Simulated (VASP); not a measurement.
Ba:

```
Ba
1.0
     4.31161    0.00000    0.00000
    -2.15581    3.73397    0.00000
     0.00000    0.00000    3.91341
Ba
1
Direct
  0.00000 0.00000 0.00000
```

```yaml
Program: VASP 6.6.1
Task: relaxation of cell and atoms
Functional: PBEsol
Potentials_or_basis: VASP PAW PBE potentials, release 64 (Ba_sv)
Cutoff: 600 eV
k_mesh: 7 × 7 × 7
Occupations: fermi-dirac, width 0.05 eV
Spin: no spin polarisation
```

At the start: pressure -0.8 GPa; volume 63.00 Å³/atom.

Task: Where does the relaxation end?

Result: Over 7 steps the energy falls by 20.1 meV/atom and the volume is 56.35 Å³/atom (-10.6 %); space group P6/mmm (No. 191, to 0.05 Å).

The path:
```tsv
step	energy change (eV)	largest force (eV/Å)	pressure (GPa)	volume (Å³)
1	0.0000	0.0000	-0.78	63.00
2	-0.0129	0.0000	-0.51	60.25
3	-0.0198	0.0000	-0.11	56.98
4	-0.0199	0.0000	-0.04	56.56
5	-0.0199	0.0000	-0.06	56.69
6	-0.0201	0.0000	-0.02	56.45
7	-0.0201	0.0000	0.00	56.35
```

Final structure:
```cif
data_structure
_symmetry_space_group_name_H-M 'P 1'
_symmetry_Int_Tables_number 1
_cell_length_a 4.1191
_cell_length_b 4.1191
_cell_length_c 3.8349
_cell_angle_alpha 90.000
_cell_angle_beta 90.000
_cell_angle_gamma 120.000
_cell_volume 56.35
loop_
_atom_site_label
_atom_site_type_symbol
_atom_site_fract_x
_atom_site_fract_y
_atom_site_fract_z
_atom_site_occupancy
Ba1 Ba 0.00000 0.00000 0.00000 1
```

Caveat: the PAW data sets were made with another functional, which shifts forces and pressure a little.
